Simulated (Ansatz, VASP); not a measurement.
## Two plane-wave programs on BAs

Contents of INCAR:

```
PREC = Accurate
ENCUT = 500
EDIFF = 1E-6
ISMEAR = -1
SIGMA = 0.02
LREAL = F
LASPH = T
NELM = 120
ALGO = Normal
ISIF = 2
LWAVE = F
LCHARG = F
GGA = PE
ISYM = 0
NBANDS = 11
GGA_COMPAT = F
```

KPOINTS

```
regular mesh
0
Gamma
  6 6 6
```

Contents of POSCAR:

```
BAs
1.0
    0.0000000000      2.3052873216      2.3052873216
    2.3052873216      0.0000000000      2.3052873216
    2.3052873216      2.3052873216      0.0000000000
B As
1 1
Direct
    0.0000000000      0.0000000000      0.0000000000
    0.5000000000      0.5000000000      0.5000000000
```

Input for Ansatz:

```yaml
crystal:
  lattice:
    - [0.0, 2.3052873216, 2.3052873216]
    - [2.3052873216, 0.0, 2.3052873216]
    - [2.3052873216, 2.3052873216, 0.0]
  atoms:
    - { symbol: B, position: [0.0, 0.0, 0.0] }
    - { symbol: As, position: [0.5, 0.5, 0.5] }
  symmetry: { detect: false }
kpoints:
  mp_grid: { grid: [6, 6, 6] }
hamiltonian:
  xc: pbe
scf:
  occupations: { method: fermi_dirac, width: 0.02 }
  n_extra_bands: 4
output:
  forces: true
  stress: true
  eigenvalues: true
```

Alike in both runs: task single point; functional PBE; k mesh 6 × 6 × 6; occupations fermi-dirac, width 0.02 eV; no spin polarisation.

```csv
,VASP,Ansatz
version,VASP 6.6.1,Ansatz 0.2.0
potentials or method,"VASP PAW PBE potentials, release 64 (B, As)",plane waves
plane-wave cutoff (eV),500,420
valence electrons in the cell,8,18
```

|  | VASP | Ansatz | Ansatz less VASP |
| --- | --- | --- | --- |
| pressure (GPa) | 0.7 | 0.4 | -0.36 |

The functional is the same, so the differences come from potentials, cutoffs and numerics. VASP's potentials hold 8 valence electrons a cell and Ansatz's 18, so a difference there can come from the potentials and not from the codes.

The k mesh is coarse, so the values compare programs but aren't converged.
